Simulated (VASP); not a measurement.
# AlN (Cmc2_1) in VASP: notebook, part 2 of 2

VASP 6.6.1. Earlier steps stand in the parts before.

### Step 4. Single point, LDA

This run uses another cell than the first one, of 11.00 Å³/atom, 1.077 times its volume.

File INCAR:

```
SYSTEM = AlN
PREC = Accurate ; ENCUT = 520
EDIFF = 1E-6 ; ISMEAR = 0
SIGMA = 0.05 ; LREAL = .False.
LASPH = .True. ; NELM = 80
ALGO = Normal ; ISIF = 2
LWAVE = .False. ; LCHARG = .False.
GGA = CA ; NBANDS = 16
```

File KPOINTS:

```
regular mesh
0
Gamma
  9 9 6
  0 0 0
```

File POSCAR:

```
AlN
1.0
    3.1659609617      0.0000000000      0.0000000000
   -1.5829804808      2.7418026202      0.0000000000
    0.0000000000      0.0000000000      5.0673630437
Al N
2 2
Direct
    0.3172581426      0.6345162853      0.0015212672
    0.6827418574      0.3654837147      0.5015212672
    0.3476777443      0.6953554887      0.3834787328
    0.6523222557      0.3046445113      0.8834787328
```

Started as:

```bash
> cat potpaw_LDA.64/Al/POTCAR potpaw_LDA.64/N/POTCAR > POTCAR
> mpirun -np 1 vasp_std > vasp.out
```

Wall time 25 s (1 thread of AMD EPYC 9R45 (Zen 5), shared host); peak memory 0.14 GiB.

It converged, with:

```yaml
Free_energy: -32.6499 eV
Pressure: -13.3 GPa
Largest_force: 0.451 eV/Å
Band_gap_on_the_k_mesh: 3.69 eV, direct
```

Forces on the atoms (eV/Å):
```
Al   0.000  0.447  0.063
Al   0.000 -0.447  0.063
N    0.000 -0.277 -0.063
N    0.000  0.277 -0.063
```

Stress tensor (GPa, compression positive):
```
-13.88   0.00   0.00
  0.00 -13.64   0.00
  0.00   0.00 -12.45
```

Levels at points of the mesh, in eV from the valence-band top:
| k point | band 5 | band 6 | band 7 | band 8 | band 9 | band 10 | band 11 | band 12 |
| --- | --- | --- | --- | --- | --- | --- | --- | --- |
| (0.00, 0.00, 0.00) | -0.86 | -0.38 | -0.15 | 0.00 | 3.69 | 6.04 | 9.88 | 10.28 |
| (0.00, 0.00, 0.50) | -0.62 | -0.62 | -0.55 | -0.55 | 5.88 | 5.88 | 9.65 | 9.65 |

### Step 5. Single point, LDA

This run uses another cell than the first one, of 11.00 Å³/atom, 1.077 times its volume.

File INCAR:

```
SYSTEM = AlN
PREC = Accurate
ENCUT = 520
EDIFF = 1E-6
ISMEAR = 0
SIGMA = 0.05
LREAL = .FALSE.
LASPH = .TRUE.
NELM = 60
ALGO = Normal
ISIF = 2
LWAVE = .FALSE.
LCHARG = .TRUE.
LELF = .TRUE.
LVHAR = .TRUE.
NBANDS = 16
```

File KPOINTS:

```
regular mesh
0
G
  9 9 6
  0 0 0
```

File POSCAR:

```
AlN
1.0
    3.1659609617      0.0000000000      0.0000000000
   -1.5829804808      2.7418026202      0.0000000000
    0.0000000000      0.0000000000      5.0673630437
Al N
2 2
Direct
    0.3494085240      0.6988170481      0.0015212672
    0.6505914760      0.3011829519      0.5015212672
    0.3189889223      0.6379778447      0.3834787328
    0.6810110777      0.3620221553      0.8834787328
```

Potentials or basis: VASP PAW LDA potentials, release 64 (Al, N).

Started as:

```bash
> cat potpaw_LDA.64/Al/POTCAR potpaw_LDA.64/N/POTCAR > POTCAR
> mpirun -np 1 vasp_std > vasp.out
```

OUTCAR:

```text
SYSTEM = AlN
   PREC = Accurate
   ENCUT = 520
   EDIFF = 1E-6
   ISMEAR = 0
   LREAL = .FALSE.
   LASPH = .TRUE.
   NELM = 60
   ISIF = 2

 ion  position               nearest neighbor table
   1  0.349  0.699  0.002-   4 1.91   4 1.93   4 1.93   3 1.94   2 3.02   2 3.02   2 3.18   2 3.18
                             2 3.18   2 3.18
   2  0.651  0.301  0.502-   3 1.91   3 1.93   3 1.93   4 1.94   1 3.02   1 3.02   1 3.18   1 3.18
                             1 3.18   1 3.18
   3  0.319  0.638  0.383-   2 1.91   2 1.93   2 1.93   1 1.94
   4  0.681  0.362  0.883-   1 1.91   1 1.93   1 1.93   2 1.94

  LATTYP: Found a hexagonal cell.
 ALAT       =     3.1659609617
 C/A-ratio  =     1.6005766038

  Lattice vectors:

 A1 = (   3.1659609617,   0.0000000000,   0.0000000000)
 A2 = (  -1.5829804808,   2.7418026202,   0.0000000000)
 A3 = (   0.0000000000,   0.0000000000,   5.0673630437)

Analysis of symmetry for initial positions (statically):
=====================================================================
 Subroutine PRICEL returns:
 Original cell was already a primitive cell.

 Routine SETGRP: Setting up the symmetry group for a
 hexagonal supercell.

 Subroutine GETGRP returns: Found  4 space group operations
 (whereof  2 operations were pure point group operations)
 out of a pool of 24 trial point group operations.

The static configuration has the point symmetry C_1h.
 The point group associated with its full space group is C_2v.

Analysis of symmetry for dynamics (positions and initial velocities):
=====================================================================
 Subroutine PRICEL returns:
 Original cell was already a primitive cell.

 Routine SETGRP: Setting up the symmetry group for a
 hexagonal supercell.

 Subroutine GETGRP returns: Found  4 space group operations
 (whereof  2 operations were pure point group operations)
 out of a pool of 24 trial point group operations.

The dynamic configuration has the point symmetry C_1h.
 The point group associated with its full space group is C_2v.

[... 118 lines left out ...]
   EFERMI_NEDOS =   21; number of points for ismear=-14 and -15
   IALGO  =     38    algorithm
   IMIX   =      4    mixing-type and parameters
     AMIX     =   0.40;   BMIX     =  1.00
     AMIX_MAG =   1.60;   BMIX_MAG =  1.00
  volume/ion in A,a.u.               =      11.00        74.21
  Fermi-wavevector in a.u.,A,eV,Ry     =   1.168621  2.208373 18.581127  1.365674
  Thomas-Fermi vector in A             =   2.305105
   LORBIT       =      0    0 simple, 1 ext, 2 COOP (PROOUT), +10 PAW based schemes
   GGA     = CA    functional components
   LHFCALC =     F    Hartree Fock is set to
   AEXX    =    0.0000 exact exchange contribution
   IVDW    =     0    specifies the selected vdW correction
   LEPSILON=     F    determine dielectric tensor
   LRPA    =     F    only Hartree local field effects (RPA)
 non-spin polarized calculation
 Gauss-broadening in eV      SIGMA  =   0.05
  energy-cutoff  :      520.00
  volume of cell :       43.99
 maximum number of plane-waves:      1196
   NGX = 11   NGY = 11   NGZ = 19

 number of electron      15.9999999 magnetization

 Free energy of the ion-electron system (eV)
  ---------------------------------------------------
  ext. energy  EPLUGINS =         0.00000000
  ---------------------------------------------------
  free energy    TOTEN  =       -32.64755012 eV

  energy without entropy =      -32.64755012  energy(sigma->0) =      -32.64755012

 E-fermi :   5.7360     XC(G=0): -11.0254

 val. band max:        5.4565163892   @ k =   0.0000   0.0000   0.0000
 cond. band min:       9.1443140025   @ k =   0.0000   0.0000   0.0000
 fundamental gap:      3.6877976132
 Fermi energy:         5.7359868058

 k-point     1 :       0.0000    0.0000    0.0000
  band No.  band energies     occupation
      1      -9.3132      2.00000
      2      -7.2472      2.00000
      3      -0.4021      2.00000
      4       4.5355      2.00000
      5       4.5865      2.00000
      6       5.0641      2.00000
[... 433 lines left out ...]
      3       0.7236      2.00000
      4       1.5428      2.00000
      5       2.0860      2.00000
      6       2.4596      2.00000
[... 8 lines left out ...]
     15      17.6423      0.00000
     16      19.0337      0.00000

 [... further k-points ...]
[... 5 lines left out ...]
  --------------------------------------------------------------------------------------
  -------------------------------------------------------------------------------------
  Total       -3.5550547     -4.0110309     -3.3994806     -0.0000000      0.0000000      0.0000000
  in kB     -129.4890669   -146.0975151   -123.8224486     -0.0000000      0.0000000      0.0000000
  external PRESSURE =    -133.1363435 kB  Pullay stress =       0.0000000 kB

 VOLUME and BASIS-vectors are now :
 -----------------------------------------------------------------------------
  energy-cutoff  :      520.00
  volume of cell :       43.99
      direct lattice vectors                 reciprocal lattice vectors
     3.165960962  0.000000000  0.000000000     0.315859864  0.182361778  0.000000000
    -1.582980481  2.741802620  0.000000000     0.000000000  0.364723555  0.000000000
     0.000000000  0.000000000  5.067363044     0.000000000  0.000000000  0.197341298

 POSITION                                       TOTAL-FORCE (eV/Angst)
 -----------------------------------------------------------------------------------
     -0.00000      1.91602      0.00771        -0.000000     -0.509361      0.063453
      1.58298      0.82578      2.54139         0.000000      0.509361      0.063453
     -0.00000      1.74921      1.94323         0.000000      0.251467     -0.063453
      1.58298      0.99259      4.47691        -0.000000     -0.251467     -0.063453
 -----------------------------------------------------------------------------------
    total drift:                               -0.000000      0.000000      0.000154

  FREE ENERGIE OF THE ION-ELECTRON SYSTEM (eV)
  ---------------------------------------------------
  free  energy   TOTEN  =       -32.6475501209 eV

  energy  without entropy=      -32.6475501209  energy(sigma->0) =      -32.64755012
```

Wall time 28 s (1 thread of AMD EPYC 9R45 (Zen 5), shared host); peak memory 0.15 GiB.

What came out:

```
Free energy            : -32.6476 eV
Pressure               : -13.3 GPa
Largest force          : 0.513 eV/Å
Band gap on the k mesh : 3.69 eV, direct
```

Forces on the atoms (eV/Å):
```
Al   0.000 -0.509  0.063
Al   0.000  0.509  0.063
N    0.000  0.251 -0.063
N    0.000 -0.251 -0.063
```

### Step 6. Single point, LDA

This run uses another cell than the first one, of 9.96 Å³/atom, 0.975 times its volume.

File INCAR:

```
  ALGO = Normal
  EDIFF = 1E-6
  ENCUT = 520
  GGA = CA
  ISIF = 2
  ISMEAR = 0
  LASPH = T
  LCHARG = F
  LREAL = F
  LWAVE = F
  NBANDS = 16
  NELM = 80
  PREC = Accurate
  SIGMA = 0.05
```

File KPOINTS:

```
k-points
0
Gamma
  9 9 6
```

File POSCAR:

```
AlN
1.0
    3.0631058397      0.0000000000      0.0000000000
   -1.5315529199      2.6527274717      0.0000000000
    0.0000000000      0.0000000000      4.9027355419
Al N
2 2
Direct
    0.3172581426      0.6345162853      0.0015212672
    0.6827418574      0.3654837147      0.5015212672
    0.3476777443      0.6953554887      0.3834787328
    0.6523222557      0.3046445113      0.8834787328
```

Potentials or basis: VASP PAW LDA potentials, release 64 (Al, N).

Started as:

```bash
> cat potpaw_LDA.64/Al/POTCAR potpaw_LDA.64/N/POTCAR > POTCAR
> mpirun -np 1 vasp_std > vasp.out
```

OUTCAR:

```text
EDIFF = 1E-6
   ENCUT = 520
   GGA = CA
   ISIF = 2
   ISMEAR = 0
   LASPH = T
   LREAL = F
   NELM = 80
   PREC = Accurate

 ion  position               nearest neighbor table
   1  0.317  0.635  0.002-   4 1.86   4 1.86   4 1.87   3 1.88   2 2.98   2 2.98   2 2.98   2 2.98
                             2 3.13   2 3.13
   2  0.683  0.365  0.502-   3 1.86   3 1.86   3 1.87   4 1.88   1 2.98   1 2.98   1 2.98   1 2.98
                             1 3.13   1 3.13
   3  0.348  0.695  0.383-   2 1.86   2 1.86   2 1.87   1 1.88
[... 653 lines left out ...]
     16      21.5146      0.00000

 [... further k-points ...]
[... 5 lines left out ...]
  --------------------------------------------------------------------------------------
  -------------------------------------------------------------------------------------
  Total        1.5536536      1.4574086      1.4498074     -0.0000000      0.0000000      0.0000000
  in kB       62.4844084     58.6136540     58.3079527     -0.0000000      0.0000000      0.0000000
  external PRESSURE =      59.8020050 kB  Pullay stress =       0.0000000 kB

 VOLUME and BASIS-vectors are now :
 -----------------------------------------------------------------------------
  energy-cutoff  :      520.00
  volume of cell :       39.84
      direct lattice vectors                 reciprocal lattice vectors
     3.063105840  0.000000000  0.000000000     0.326466029  0.188485250  0.000000000
    -1.531552920  2.652727472  0.000000000     0.000000000  0.376970499  0.000000000
     0.000000000  0.000000000  4.902735542     0.000000000  0.000000000  0.203967763

 POSITION                                       TOTAL-FORCE (eV/Angst)
 -----------------------------------------------------------------------------------
     -0.00000      1.68320      0.00746        -0.000000      0.457015      0.049475
      1.53155      0.96953      2.45883         0.000000     -0.457015      0.049475
     -0.00000      1.84459      1.88009         0.000000     -0.224321     -0.049475
      1.53155      0.80814      4.33146        -0.000000      0.224321     -0.049475
 -----------------------------------------------------------------------------------
    total drift:                               -0.000000      0.000000      0.000385

  FREE ENERGIE OF THE ION-ELECTRON SYSTEM (eV)
  ---------------------------------------------------
  free  energy   TOTEN  =       -32.7625824801 eV

  energy  without entropy=      -32.7625824801  energy(sigma->0) =      -32.76258248
```

OSZICAR:

```text
N       E                     dE             d eps       ncg     rms          rms(c)
DAV:   1     0.364916352258E+02    0.36492E+02   -0.73330E+03  3200   0.894E+02
DAV:   2    -0.350456026245E+02   -0.71537E+02   -0.65795E+02  4480   0.180E+02
DAV:   3    -0.379943740701E+02   -0.29488E+01   -0.29394E+01  4024   0.370E+01
DAV:   4    -0.380087222935E+02   -0.14348E-01   -0.14347E-01  3976   0.312E+00
DAV:   5    -0.380088611631E+02   -0.13887E-03   -0.13887E-03  4032   0.298E-01    0.126E+01
DAV:   6    -0.328836148365E+02    0.51252E+01   -0.11474E+01  3360   0.243E+01    0.445E+00
DAV:   7    -0.328239248901E+02    0.59690E-01   -0.53600E-01  4008   0.482E+00    0.288E+00
DAV:   8    -0.327654200351E+02    0.58505E-01   -0.66618E-02  3456   0.216E+00    0.335E-01
DAV:   9    -0.327624897306E+02    0.29303E-02   -0.53284E-03  4072   0.527E-01    0.213E-01
DAV:  10    -0.327626275707E+02   -0.13784E-03   -0.55993E-04  3720   0.150E-01    0.101E-01
DAV:  11    -0.327625827017E+02    0.44869E-04   -0.83744E-05  3784   0.679E-02    0.174E-02
DAV:  12    -0.327625824801E+02    0.22161E-06   -0.12320E-06  3232   0.866E-03
   1 F= -.32762582E+02 E0= -.32762582E+02  d E =-.251667E-18
```

stdout:

```text
POSCAR found type information on POSCAR AlN
 POSCAR found :  2 types and       4 ions
 scaLAPACK will be used
 LDA part: xc-table for (Slater(with rela. corr.)+CA(PZ))
 , standard interpolation
 POSCAR, INCAR and KPOINTS ok, starting setup
 FFT: planning ... GRIDC
 FFT: planning ... GRID_SOFT
 FFT: planning ... GRID
 WAVECAR not read
 entering main loop
```

Wall time 54 s (1 thread of Intel Xeon 8259CL, shared host); peak memory 0.17 GiB.

What came out:

* Free energy: -32.7626 eV
* Pressure: 6.0 GPa
* Largest force: 0.460 eV/Å
* Band gap on the k mesh: 4.56 eV, direct

Forces on the atoms (eV/Å):
```
Al   0.000  0.457  0.049
Al   0.000 -0.457  0.049
N    0.000 -0.224 -0.049
N    0.000  0.224 -0.049
```

Levels at points of the mesh, in eV from the valence-band top:
```tsv
k point	band 5	band 6	band 7	band 8	band 9	band 10	band 11	band 12
(0.00, 0.00, 0.00)	-0.89	-0.42	-0.16	0.00	4.56	6.89	10.69	10.96
(0.00, 0.00, 0.50)	-0.65	-0.65	-0.59	-0.59	6.73	6.73	10.45	10.45
```

A k mesh can miss the band edges. As with any semilocal functional, this LDA gap is likely too small.

### Step 7. Overview

| cell | gap on the mesh (eV) | pressure (GPa) | largest force (eV/Å) |
| --- | --- | --- | --- |
| a = 3.089, b = 3.089, c = 4.944 Å, angles 90.0, 90.0, 120.0°, 4 atoms | 4.33 | 0.4 | 0.46 |
| a = 3.114, b = 3.114, c = 4.985 Å, angles 90.0, 90.0, 120.0°, 4 atoms | 4.11 | -4.7 | 0.52 |
| a = 3.166, b = 3.166, c = 5.067 Å, angles 90.0, 90.0, 120.0°, 4 atoms | 3.69 | -13.3 | 0.51 |
| a = 3.063, b = 3.063, c = 4.903 Å, angles 90.0, 90.0, 120.0°, 4 atoms | 4.56 | 6.0 | 0.46 |

Some of these runs hold the atoms at other places in the same cell, which the table doesn't show; runs alike in all that it shows share one row.

Alike in all rows: task single point; level LDA; potentials or basis VASP PAW LDA potentials, release 64 (Al, N); no spin polarisation; k mesh 9 × 9 × 6; cutoff (eV) 520; smearing gaussian 0.05 eV.

Absolute energies hang on the potentials; compare differences alone.
